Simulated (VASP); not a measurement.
# PbS (Galena) (Fm-3m) in VASP: a series of runs

The runs below take PbS (Galena) through single point, relaxation of cell and atoms, with PBE, LDA.

Program: VASP 6.6.1. These are calculated values, not measurements. Logs are shortened: lines on timing, memory, paths and dates and some standing lists are left out, and cuts for length are marked.

## Step 1: The cell of the first run

Symmetry: Fm-3m, No. 225, cubic system. The conventional cell has a = 5.931 Å, b = 5.931 Å, c = 5.931 Å, α = 90.00°, β = 90.00°, γ = 90.00°. Within 3.9 Å of Pb (site symmetry m-3m) lie 6 S at 2.97 Å. S (site symmetry m-3m) has 6 Pb at 2.97 Å within 3.9 Å.

## Step 2: Single point, PBE

File INCAR:

```
PREC = Accurate
ENCUT = 520
EDIFF = 1E-6
ISMEAR = 0
SIGMA = 0.020999999999999998
LREAL = F
LASPH = T
NELM = 100
ALGO = Normal
ISIF = 2
LWAVE = F
LCHARG = F
GGA = PE
NBANDS = 17
```

File KPOINTS:

```
regular mesh
0
Gamma
  8 8 8
```

File POSCAR:

```
PbS
1.0
    0.0000000000      2.9657500000      2.9657500000
    2.9657500000      0.0000000000      2.9657500000
    2.9657500000      2.9657500000      0.0000000000
Pb S
1 1
Direct
    0.0000000000      0.0000000000      0.0000000000
    0.5000000000      0.5000000000      0.5000000000
```

Potentials or basis: VASP PAW PBE potentials, release 64 (Pb_d, S).

Launch:

```console
> cat potpaw_PBE.64/Pb_d/POTCAR potpaw_PBE.64/S/POTCAR > POTCAR
> mpirun -np 1 vasp_std > vasp.out
```

OUTCAR:

```text
PREC = Accurate
   ENCUT = 520
   EDIFF = 1E-6
   ISMEAR = 0
   LREAL = F
   LASPH = T
   NELM = 100
   ISIF = 2
   GGA = PE

 ion  position               nearest neighbor table
   1  0.000  0.000  0.000-   2 2.97   2 2.97   2 2.97   2 2.97   2 2.97   2 2.97
   2  0.500  0.500  0.500-   1 2.97   1 2.97   1 2.97   1 2.97   1 2.97   1 2.97

  LATTYP: Found a face centered cubic cell.
 ALAT       =     5.9315000000

  Lattice vectors:

 A1 = (   0.0000000000,   2.9657500000,   2.9657500000)
 A2 = (   2.9657500000,   0.0000000000,   2.9657500000)
 A3 = (   2.9657500000,   2.9657500000,   0.0000000000)

Analysis of symmetry for initial positions (statically):
=====================================================================
 Subroutine PRICEL returns:
 Original cell was already a primitive cell.

 Routine SETGRP: Setting up the symmetry group for a
 face centered cubic supercell.

 Subroutine GETGRP returns: Found 48 space group operations
[... 9 lines left out ...]

 Routine SETGRP: Setting up the symmetry group for a
 face centered cubic supercell.

 Subroutine GETGRP returns: Found 48 space group operations
[... 11 lines left out ...]
                                     Primitive cell

  volume of cell :      52.1715

  direct lattice vectors                    reciprocal lattice vectors
     0.000000000  2.965750000  2.965750000    -0.168591419  0.168591419  0.168591419
     2.965750000  0.000000000  2.965750000     0.168591419 -0.168591419  0.168591419
     2.965750000  2.965750000  0.000000000     0.168591419  0.168591419 -0.168591419

  length of vectors
     4.194203873  4.194203873  4.194203873     0.292008903  0.292008903  0.292008903

  position of ions in fractional coordinates (direct lattice)
     0.000000000  0.000000000  0.000000000
     0.500000000  0.500000000  0.500000000

  ion indices of the primitive-cell ions
   primitive index   ion index
                 1           1
                 2           2

----------------------------------------------------------------------------------------

 KPOINTS: regular mesh

Automatic generation of k-mesh.
 Grid dimensions read from file:
 generate k-points for:    8    8    8

 Generating k-lattice:

  Cartesian coordinates                     Fractional coordinates (reciprocal lattice)
[... 52 lines left out ...]
   ISTART =      0    job   : 0-new  1-cont  2-samecut
   ICHARG =      2    charge: 1-file 2-atom 10-const
   ISPIN  =      1    spin polarized calculation?
   LNONCOLLINEAR =      F non collinear calculations
   LSORBIT =      F    spin-orbit coupling
   LASPH  =      T    aspherical Exc in radial PAW
   ENCUT  =  520.0 eV  38.22 Ry    6.18 a.u.   7.80  7.80  7.80*2*pi/ulx,y,z
   NELM   =    100;   NELMIN=  2; NELMDL= -5     # of ELM steps
   EDIFF  = 0.1E-05   stopping-criterion for ELM
   LREAL  =      F    real-space projection
   EDIFFG = 0.1E-04   stopping-criterion for IOM
   NSW    =      0    number of steps for IOM
   IBRION =     -1    ionic relax: 0-MD 1-quasi-New 2-CG
   NFREE  =      0    steps in history (QN), initial steepest desc. (CG)
   ISIF   =      2    stress and relaxation
   ISYM   =      2    0-nonsym 1-usesym 2-fastsym
   POTIM  = 0.5000    time-step for ionic-motion
   TEBEG  =    0.0;   TEEND  =   0.0 temperature during run
   PSTRESS=    0.0 pullay stress
   NELECT =      20.0000    total number of electrons
   NUPDOWN=      -1.0000    fix difference up-down
   EMIN   =  10.00;   EMAX   =-10.00  energy-range for DOS
   EFERMI =   0.00;   METHOD = LEGACY
   ISMEAR =     0;   SIGMA  =   0.02  broadening in eV -4-tet -1-fermi 0-gaus
   EFERMI_NEDOS =   21; number of points for ismear=-14 and -15
   IALGO  =     38    algorithm
   IMIX   =      4    mixing-type and parameters
     AMIX     =   0.40;   BMIX     =  1.00
     AMIX_MAG =   1.60;   BMIX_MAG =  1.00
  volume/ion in A,a.u.               =      26.09       176.04
  Fermi-wavevector in a.u.,A,eV,Ry     =   1.189251  2.247359 19.242973  1.414319
  Thomas-Fermi vector in A             =   2.325363
   LORBIT       =      0    0 simple, 1 ext, 2 COOP (PROOUT), +10 PAW based schemes
   GGA     = PE    functional components
   LHFCALC =     F    Hartree Fock is set to
   AEXX    =    0.0000 exact exchange contribution
   IVDW    =     0    specifies the selected vdW correction
   LEPSILON=     F    determine dielectric tensor
   LRPA    =     F    only Hartree local field effects (RPA)
 non-spin polarized calculation
 Gauss-broadening in eV      SIGMA  =   0.02
  energy-cutoff  :      520.00
  volume of cell :       52.17
 maximum number of plane-waves:      1424
   NGX = 15   NGY = 15   NGZ = 15

 number of electron      19.9999998 magnetization

 Free energy of the ion-electron system (eV)
  ---------------------------------------------------
  ext. energy  EPLUGINS =         0.00000000
  ---------------------------------------------------
  free energy    TOTEN  =        -8.75604595 eV

  energy without entropy =       -8.75604595  energy(sigma->0) =       -8.75604595

 E-fermi :   5.9473     XC(G=0):  -9.6823

 val. band max:        5.8229542094   @ k =   0.5000   0.0000   0.0000
 cond. band min:       6.1871647579   @ k =   0.5000   0.0000   0.0000
 fundamental gap:      0.3642105485
 Fermi energy:         5.9472978930

 k-point     1 :       0.0000    0.0000    0.0000
  band No.  band energies     occupation
      1     -11.0015      2.00000
      2     -11.0015      2.00000
      3     -11.0015      2.00000
      4     -10.9851      2.00000
      5     -10.9851      2.00000
      6      -7.7750      2.00000
[... 457 lines left out ...]
      4     -10.9724      2.00000
      5     -10.9514      2.00000
      6      -6.3074      2.00000
[... 9 lines left out ...]
     16      16.7388      0.00000
     17      17.0015      0.00000

 [... further k-points ...]

------------------------ aborting loop because EDIFF is reached ----------------------------------------

  FORCE on cell =-STRESS in cart. coord.  units (eV):
  Direction    XX          YY          ZZ          XY          YZ          ZX
  --------------------------------------------------------------------------------------
  -------------------------------------------------------------------------------------
  Total        0.6976850      0.6976850      0.6976850     -0.0000000     -0.0000000     -0.0000000
  in kB       21.4257673     21.4257673     21.4257673     -0.0000000     -0.0000000     -0.0000000
  external PRESSURE =      21.4257673 kB  Pullay stress =       0.0000000 kB

 VOLUME and BASIS-vectors are now :
 -----------------------------------------------------------------------------
  energy-cutoff  :      520.00
  volume of cell :       52.17
      direct lattice vectors                 reciprocal lattice vectors
     0.000000000  2.965750000  2.965750000    -0.168591419  0.168591419  0.168591419
     2.965750000  0.000000000  2.965750000     0.168591419 -0.168591419  0.168591419
     2.965750000  2.965750000  0.000000000     0.168591419  0.168591419 -0.168591419

 POSITION                                       TOTAL-FORCE (eV/Angst)
 -----------------------------------------------------------------------------------
      0.00000      0.00000      0.00000        -0.000000     -0.000000     -0.000000
      2.96575      2.96575      2.96575         0.000000      0.000000      0.000000
 -----------------------------------------------------------------------------------
    total drift:                                0.000000     -0.000000     -0.000000

  FREE ENERGIE OF THE ION-ELECTRON SYSTEM (eV)
  ---------------------------------------------------
  free  energy   TOTEN  =        -8.7560459526 eV

  energy  without entropy=       -8.7560459526  energy(sigma->0) =       -8.75604595
```

OSZICAR:

```text
N       E                     dE             d eps       ncg     rms          rms(c)
DAV:   1     0.158310048544E+03    0.15831E+03   -0.97832E+03   986   0.124E+03
DAV:   2     0.308588280364E+01   -0.15522E+03   -0.15021E+03  1048   0.313E+02
DAV:   3    -0.893653576525E+01   -0.12022E+02   -0.11913E+02  1290   0.912E+01
DAV:   4    -0.922811877771E+01   -0.29158E+00   -0.29133E+00  1250   0.157E+01
DAV:   5    -0.923876200665E+01   -0.10643E-01   -0.10642E-01  1463   0.292E+00    0.463E+00
DAV:   6    -0.875190432835E+01    0.48686E+00   -0.13801E+00  1565   0.799E+00    0.326E+00
DAV:   7    -0.875266210152E+01   -0.75777E-03   -0.14748E-01  1165   0.191E+00    0.186E+00
DAV:   8    -0.875633878827E+01   -0.36767E-02   -0.16412E-02  1183   0.138E+00    0.242E-01
DAV:   9    -0.875586742857E+01    0.47136E-03   -0.35059E-03  1524   0.517E-01    0.835E-02
DAV:  10    -0.875603558411E+01   -0.16816E-03   -0.36484E-04  1112   0.113E-01    0.511E-02
DAV:  11    -0.875604519617E+01   -0.96121E-05   -0.61374E-05  1353   0.830E-02    0.171E-02
DAV:  12    -0.875604595261E+01   -0.75644E-06   -0.47884E-06  1306   0.231E-02
   1 F= -.87560460E+01 E0= -.87560460E+01  d E =-.549764E-19
```

Wall time 8.7 s (1 thread of Intel Xeon 6975P-C (Granite Rapids), shared host); peak memory 0.18 GiB.

Results:

* Free energy: -8.7560 eV
* Pressure: 2.1 GPa
* Band gap on the k mesh: 0.36 eV, direct

Caveat: spin-orbit coupling is left out, which moves the levels of the heavy elements.

## Step 3: Single point, PBE

File INCAR:

```
SYSTEM = PbS
  PREC = Accurate
  ENCUT = 520
  EDIFF = 1E-6
  ISMEAR = 0
  SIGMA = 0.025
  LREAL = .FALSE.
  LASPH = .TRUE.
  NELM = 100
  ALGO = Normal
  ISIF = 2
  LWAVE = .FALSE.
  LCHARG = .FALSE.
  GGA = PE
  NBANDS = 17
```

File KPOINTS:

```
regular mesh
0
G
  8 8 8
  0 0 0
```

POSCAR is that of step 2.

Potentials or basis: VASP PAW PBE potentials, release 64 (Pb_d, S).

Launch:

```console
> cat potpaw_PBE.64/Pb_d/POTCAR potpaw_PBE.64/S/POTCAR > POTCAR
> mpirun -np 1 vasp_std > vasp.out
```

Wall time 8.4 s (1 thread of Intel Xeon 6975P-C (Granite Rapids), shared host); peak memory 0.18 GiB.

Results (log left out):

- Free energy: -8.7560 eV
- Pressure: 2.1 GPa
- Band gap on the k mesh: 0.36 eV, direct

Levels at points of the mesh, in eV from the valence-band top:
| k point | band 7 | band 8 | band 9 | band 10 | band 11 | band 12 | band 13 | band 14 |
| --- | --- | --- | --- | --- | --- | --- | --- | --- |
| (0.00, 0.00, 0.00) | -6.04 | -2.17 | -2.17 | -2.17 | 5.21 | 5.21 | 5.21 | 6.73 |
| (0.50, 0.00, 0.00) | -8.85 | -1.78 | -1.78 | 0.00 | 0.36 | 1.96 | 1.96 | 8.66 |
| (0.50, 0.50, 0.00) | -7.20 | -5.20 | -3.44 | -3.44 | 3.86 | 5.58 | 5.68 | 5.68 |

Caveat: spin-orbit coupling is left out, which moves the levels of the heavy elements. A k mesh can miss the band edges.

## Step 4: Relaxation of cell and atoms, LDA

File INCAR:

```
SYSTEM = PbS
PREC = Accurate ; ENCUT = 600
EDIFF = 1E-6 ; ISMEAR = -1
SIGMA = 0.05 ; LREAL = .False.
LASPH = .True. ; NELM = 100
ALGO = Normal ; ISIF = 3
LWAVE = .False. ; LCHARG = .False.
IBRION = 2 ; NSW = 80
EDIFFG = -0.02
```

File KPOINTS:

```
regular mesh
0
Gamma
  8 8 8
  0 0 0
```

POSCAR is that of step 3.

Potentials or basis: VASP PAW LDA potentials, release 64 (Pb_d, S).

Launch:

```console
> cat potpaw_LDA.64/Pb_d/POTCAR potpaw_LDA.64/S/POTCAR > POTCAR
> mpirun -np 1 vasp_std > vasp.out
```

OUTCAR:

```text
SYSTEM = PbS
   PREC = Accurate
   ENCUT = 600
   EDIFF = 1E-6
   ISMEAR = -1
   LREAL = .False.
   LASPH = .True.
   NELM = 100
   ISIF = 3
   IBRION = 2
   NSW = 80
   EDIFFG = -0.02

 ion  position               nearest neighbor table
   1  0.000  0.000  0.000-   2 2.97   2 2.97   2 2.97   2 2.97   2 2.97   2 2.97
   2  0.500  0.500  0.500-   1 2.97   1 2.97   1 2.97   1 2.97   1 2.97   1 2.97

  LATTYP: Found a face centered cubic cell.
 ALAT       =     5.9315000000

  Lattice vectors:

 A1 = (   0.0000000000,   2.9657500000,   2.9657500000)
 A2 = (   2.9657500000,   0.0000000000,   2.9657500000)
 A3 = (   2.9657500000,   2.9657500000,   0.0000000000)

Analysis of symmetry for initial positions (statically):
=====================================================================
 Subroutine PRICEL returns:
 Original cell was already a primitive cell.

 Routine SETGRP: Setting up the symmetry group for a
 face centered cubic supercell.

 Subroutine GETGRP returns: Found 48 space group operations
[... 9 lines left out ...]

 Routine SETGRP: Setting up the symmetry group for a
 face centered cubic supercell.

 Subroutine GETGRP returns: Found 48 space group operations
[... 11 lines left out ...]
                                     Primitive cell

  volume of cell :      52.1715

  direct lattice vectors                    reciprocal lattice vectors
     0.000000000  2.965750000  2.965750000    -0.168591419  0.168591419  0.168591419
     2.965750000  0.000000000  2.965750000     0.168591419 -0.168591419  0.168591419
     2.965750000  2.965750000  0.000000000     0.168591419  0.168591419 -0.168591419

  length of vectors
     4.194203873  4.194203873  4.194203873     0.292008903  0.292008903  0.292008903

  position of ions in fractional coordinates (direct lattice)
     0.000000000  0.000000000  0.000000000
     0.500000000  0.500000000  0.500000000

  ion indices of the primitive-cell ions
   primitive index   ion index
[... 112 lines left out ...]

--------------------------------------- Ionic step        1  -------------------------------------------

 number of electron      20.0000002 magnetization

 Free energy of the ion-electron system (eV)
  ---------------------------------------------------
  ext. energy  EPLUGINS =         0.00000000
  ---------------------------------------------------
  free energy    TOTEN  =        -9.98252976 eV

  energy without entropy =       -9.98198179  energy(sigma->0) =       -9.98225578

------------------------ aborting loop because EDIFF is reached ----------------------------------------

  FORCE on cell =-STRESS in cart. coord.  units (eV):
  Direction    XX          YY          ZZ          XY          YZ          ZX
  --------------------------------------------------------------------------------------
  -------------------------------------------------------------------------------------
  Total       -0.8185935     -0.8185935     -0.8185935     -0.0000000      0.0000000     -0.0000000
  in kB      -25.1388424    -25.1388424    -25.1388424     -0.0000000      0.0000000     -0.0000000
  external PRESSURE =     -25.1388424 kB  Pullay stress =       0.0000000 kB
[... 59 lines left out ...]
--------------------------------------- Ionic step        3  -------------------------------------------

 number of electron      20.0000001 magnetization

 Free energy of the ion-electron system (eV)
  ---------------------------------------------------
  ext. energy  EPLUGINS =         0.00000000
  ---------------------------------------------------
  free energy    TOTEN  =       -10.00025646 eV

  energy without entropy =       -9.99921112  energy(sigma->0) =       -9.99973379

 E-fermi :   6.2510     XC(G=0): -10.2269

 val. band max:        6.2286437168   @ k =   0.5000   0.0000   0.0000
 cond. band min:       6.2732679636   @ k =   0.5000   0.0000   0.0000
 fundamental gap:      0.0446242468
 Fermi energy:         6.2509569536

 k-point     1 :       0.0000    0.0000    0.0000
  band No.  band energies     occupation
      1     -10.6818      2.00000
      2     -10.6818      2.00000
      3     -10.6818      2.00000
      4     -10.6743      2.00000
      5     -10.6743      2.00000
      6      -7.7958      2.00000
      7       0.1738      2.00000
      8       3.7953      2.00000
      9       3.7953      2.00000
     10       3.7953      2.00000
     11      11.3726      0.00000
     12      11.3726      0.00000
     13      11.3726      0.00000
     14      12.7128      0.00000
[... 377 lines left out ...]
      1     -10.7616      2.00000
      2     -10.6932      2.00000
      3     -10.6653      2.00000
      4     -10.6476      2.00000
      5     -10.6221      2.00000
      6      -6.1264      2.00000
      7      -2.6223      2.00000
      8       2.4294      2.00000
      9       2.8921      2.00000
     10       5.1131      2.00000
     11       7.5213      0.00000
     12       9.4758      0.00000
     13      10.1594      0.00000
     14      14.0594      0.00000

 [... further k-points ...]

------------------------ aborting loop because EDIFF is reached ----------------------------------------

  FORCE on cell =-STRESS in cart. coord.  units (eV):
  Direction    XX          YY          ZZ          XY          YZ          ZX
  --------------------------------------------------------------------------------------
  -------------------------------------------------------------------------------------
  Total        0.0113181      0.0113181      0.0113181      0.0000000      0.0000000      0.0000000
  in kB        0.3627939      0.3627939      0.3627939      0.0000000      0.0000000      0.0000000
  external PRESSURE =       0.3627939 kB  Pullay stress =       0.0000000 kB
[... 17 lines left out ...]
  FREE ENERGIE OF THE ION-ELECTRON SYSTEM (eV)
  ---------------------------------------------------
  free  energy   TOTEN  =       -10.0002564607 eV

  energy  without entropy=       -9.9992111158  energy(sigma->0) =       -9.99973379

 reached required accuracy - stopping structural energy minimisation
```

CONTCAR:

```text
PbS
   1.00000000000000
    -0.0000000000000000    2.9236923034199096    2.9236923034199096
     2.9236923034199096    0.0000000000000000    2.9236923034199096
     2.9236923034199096    2.9236923034199096   -0.0000000000000000
  Pb              S
     1     1
Direct
     0.0000000000000000    0.0000000000000000    0.0000000000000000
     0.5000000000000000    0.5000000000000000    0.5000000000000000

  0.00000000E+00  0.00000000E+00  0.00000000E+00
  0.00000000E+00  0.00000000E+00  0.00000000E+00
```

Wall time 21 s (1 thread of Intel Xeon 6975P-C (Granite Rapids), shared host); peak memory 0.19 GiB.

Results:

| Property | Result |
| --- | --- |
| Free energy | -10.0003 eV |
| Relaxed volume | 24.99 Å³/atom |
| Relaxed cell | a = 4.135 Å, b = 4.135 Å, c = 4.135 Å, α = 60.00°, β = 60.00°, γ = 60.00° |
| Space group after relaxing (to 0.05 Å) | Fm-3m (No. 225) |
| Energy gained by relaxing | 8.9 meV/atom |
| Ionic steps | 3 |
| Pressure after relaxing | 0.0 GPa |
| Band gap on the k mesh | 0.04 eV, direct |

The path:
```csv
step,energy change (eV),largest force (eV/Å),pressure (GPa),volume (Å³)
1,0.0000,0.0000,-2.51,52.17
2,-0.0149,0.0000,1.13,49.14
3,-0.0177,0.0000,0.04,49.98
```

Final structure:
```
Pb S
1.0
     0.00000    2.92369    2.92369
     2.92369    0.00000    2.92369
     2.92369    2.92369    0.00000
Pb S
1 1
Direct
  0.00000 0.00000 0.00000
  0.50000 0.50000 0.50000
```

Levels at points of the mesh, in eV from the valence-band top:
```tsv
k point	band 8	band 9	band 10	band 11	band 12	band 13
(0.00, 0.00, 0.00)	-2.43	-2.43	-2.43	5.14	5.14	5.14
(0.50, 0.00, 0.00)	-1.99	-1.99	0.00	0.04	1.68	1.68
(0.50, 0.50, 0.00)	-5.69	-3.80	-3.80	3.49	5.55	5.67
```

Caveat: spin-orbit coupling is left out, which moves the levels of the heavy elements.

## Step 5: Summary

```tsv
task	level	potentials or basis	cell	cutoff (eV)	smearing	gap on the mesh (eV)	pressure (GPa)
single point	PBE	VASP PAW PBE potentials, release 64 (Pb_d, S)	as given	520	gaussian 0.021 eV	0.36	2.1
single point	PBE	VASP PAW PBE potentials, release 64 (Pb_d, S)	as given	520	gaussian 0.025 eV	0.36	2.1
relaxation of cell and atoms	LDA	VASP PAW LDA potentials, release 64 (Pb_d, S)	relaxed	600	fermi-dirac 0.05 eV	0.04	0.0
```

Alike in all rows: no spin polarisation; k mesh 8 × 8 × 8.

Caveats: spin-orbit coupling is left out, which moves the levels of the heavy elements.

Absolute energies hang on the potentials; compare differences alone.
